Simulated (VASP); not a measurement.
**AlRu: single point with PBEsol**

AlRu:

```xyz
4
Lattice="2.9763 0.0000 0.0000 0.0000 2.9763 0.0000 0.0000 0.0000 5.9527" Properties=species:S:1:pos:R:3 pbc="T T T"
Al    0.0000    0.0000   -0.0730
Al    0.0000    0.0000    3.0493
Ru    1.4420    1.4882    1.4882
Ru    1.5344    1.4882    4.4645
```

This cell differs from its parent crystal: atoms displaced along several vibrational modes.

```
Program                : VASP 6.6.1
Task                   : single point
Functional             : PBEsol
Potentials or basis    : VASP PAW PBE potentials, release 64 (Al, Ru_pv)
Cutoff                 : 520 eV
k mesh                 : 16 × 16 × 8
Occupations            : gaussian, width 0.15 eV
Spin                   : no spin polarisation
Dipole correction      : no
Further INCAR settings : ALGO = Fast; EDIFF = 1e-07; NBANDS = 25
```

```yaml
Pressure: 0.8 GPa
Largest_force: 0.856 eV/Å
Band_gap_on_the_k_mesh: zero (bands 17 and 18 overlap by 2.81 eV)
```

Forces in eV/Å, atoms in the order of the input:
```
Al   0.084  0.000  0.852
Al   0.084  0.000 -0.852
Ru   0.385  0.000  0.000
Ru  -0.554  0.000  0.000
```

Stress tensor (GPa, compression positive):
```
0.67 0.00 0.00
0.00 0.76 0.00
0.00 0.00 1.10
```

Levels at points of the mesh, in eV from the Fermi level:
```csv
k point,band 14,band 15,band 16,band 17,band 18,band 19,band 20,band 21
"(0.00, 0.00, 0.00)",-1.64,0.12,0.16,0.17,0.47,2.30,6.11,6.15
"(0.50, 0.00, 0.00)",-1.38,-1.28,-1.22,-1.15,0.43,1.53,2.32,5.34
"(0.00, 0.50, 0.00)",-1.39,-1.38,-1.20,-1.15,0.43,1.53,2.31,5.35
"(0.50, 0.50, 0.00)",-1.23,-1.22,1.52,1.64,1.65,2.71,4.10,4.11
"(0.00, 0.00, 0.50)",-0.97,-0.79,-0.78,0.17,0.41,3.11,3.21,7.74
"(0.50, 0.00, 0.50)",-1.66,-1.43,-1.25,-0.58,-0.39,2.11,2.21,7.01
"(0.00, 0.50, 0.50)",-1.62,-1.49,-1.22,-0.57,-0.38,2.11,2.21,7.09
"(0.50, 0.50, 0.50)",-1.38,1.54,1.62,1.63,1.64,2.12,2.14,4.58
```

Wall time 13 min on 1 thread of Intel Xeon 8259CL, on a shared host, peak memory 0.52 GiB.

Caveat: the cell differs from its parent crystal (atoms displaced along several vibrational modes); the PAW data sets were made with another functional, which shifts forces and pressure a little.
